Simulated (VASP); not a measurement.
Runs of VASP 6.6.1 on Ca7MoO8. Symmetry: Fm-3m, No. 225, cubic system. Conventional cell: a = 9.630 Å, b = 9.630 Å, c = 9.630 Å, α = 90.00°, β = 90.00°, γ = 90.00°. Mo (site symmetry m-3m) has 6 O at 2.33 Å within 3.1 Å. Ca (site symmetry mmm) has 6 O at 2.41 Å within 3.2 Å. Ca (site symmetry m-3m) has 6 O at 2.48 Å and 12 Ca at 3.40 Å within 3.5 Å. O (site symmetry -43m) has 6 Ca at 2.41 Å within 3.2 Å. Within 3.1 Å of O (site symmetry 4mm) lie 1 Mo at 2.33 Å and 5 Ca at 2.41 to 2.48 Å. 

| spin | fixed moment (μB) | pressure (GPa) | moment (μB) | largest force (eV/Å) |
| --- | --- | --- | --- | --- |
| off | - | -8.5 | - | 0.02 |
| collinear | 3.6 | -5.0 | 3.60 | 0.24 |
| collinear, zero start | 0.0 | -8.5 | 0.00 | 0.02 |
| collinear | 3.0 | (a) | 3.00 | 0.11 |

Alike in all rows: task single point; level PBEsol+U; potentials or basis VASP PAW PBE potentials, release 64 (Mo_sv, Ca_sv, O); Mo d U = 2.0 eV; cell as given; k mesh 3 × 3 × 3; cutoff (eV) 520; smearing gaussian 0.05 eV.

Question: Estimate the missing entries.

Answer: (a) -6.0.

Caveats: all runs use coarse meshes; the PAW data sets were made with another functional, which shifts forces and pressure a little; the total moment is fixed, so each spin has its own Fermi level and the state may be an excited one (at least some runs); U without spin polarisation on a metal has little footing (at least some runs); the total moment is fixed, so each spin has its own Fermi level (at least some runs).
